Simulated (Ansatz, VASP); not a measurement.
**Pt: VASP beside Ansatz**

```xyz
1
Lattice="0.0000 1.9858 1.9858 1.9858 0.0000 1.9858 1.9858 1.9858 0.0000" Properties=species:S:1:pos:R:3 pbc="T T T"
Pt    0.0000    0.0000    0.0000
```

Alike in both runs: task relaxation of cell and atoms; functional PBE; k mesh 17 × 17 × 17; occupations fermi-dirac, width 0.08 eV; no spin polarisation.

|  | VASP | Ansatz |
| --- | --- | --- |
| version | VASP 6.6.1 | Ansatz 0.2.0 |
| potentials or method | VASP PAW PBE potentials, release 64 (Pt) | PAW with Ansatz's default frozen-core files, scalar-relativistic |
| plane-wave cutoff (eV) | 600 | 420 |
| valence electrons in the cell | 10 | 18 |

```csv
,VASP,Ansatz,Ansatz less VASP
relaxed volume (Å³/atom),15.63,15.66,+0.026
relaxed cell length with the largest relative difference (Å),2.806,2.808,+0.0015
```

VASP's potentials hold 10 valence electrons a cell and Ansatz's 18, so a difference there can come from the potentials and not from the codes.

Neither program's run includes spin-orbit coupling.
